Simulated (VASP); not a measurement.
Wanted: the native input for a VASP 6.6.1 run.

```yaml
Task: single point
Functional: PBEsol
Potentials_or_basis: VASP PAW PBE potentials, release 64 (Pd)
Cutoff: 520 eV
k_mesh: 15 × 15 × 8
Occupations: fermi-dirac, width 0.1 eV
Spin: no spin polarisation
Dipole_correction: no
Further_INCAR_settings: ALGO = Normal; EDIFF = 1e-06; NBANDS = 17
```

The structure of Pd lies in POSCAR:

```
Pd
1.0
    2.6125968413      0.0000000000      0.0000000000
   -1.3062984206      2.2625752344      0.0000000000
    0.0000000000      0.0000000000      4.3603265077
Pd
2
Direct
    0.3333333333      0.6666666667      0.2500000000
    0.6666666667      0.3333333333      0.7500000000
```

This cell differs from its parent crystal: volume scaled by 0.88.

One way to write it, as run:

INCAR

```
  ALGO = Normal
  EDIFF = 1E-6
  ENCUT = 520
  GGA = PS
  ISIF = 2
  ISMEAR = -1
  LASPH = T
  LCHARG = F
  LREAL = F
  LWAVE = F
  NBANDS = 17
  NELM = 60
  PREC = Accurate
  SIGMA = 0.1
```

KPOINTS

```
k-points
0
Gamma
  15 15 8
```

Potentials or basis: VASP PAW PBE potentials, release 64 (Pd).

Launch:

```bash
$ cat potpaw_PBE.64/Pd/POTCAR > POTCAR
$ mpirun -np 1 vasp_std > vasp.out
```

It gave:

The pressure is 35.5 GPa and the band gap on the k mesh is zero (band 10 reaches 12.37 eV, above the bottom of band 11 at 11.24 eV).

Caveat: the PAW data sets were made with another functional, which shifts forces and pressure a little.

Run time: 38 s on 1 thread of Intel(R) Xeon(R) Platinum 8259CL CPU @ 2.50GHz (Skylake/Cascade Lake), with other jobs on the host, peak memory 0.17 GiB.
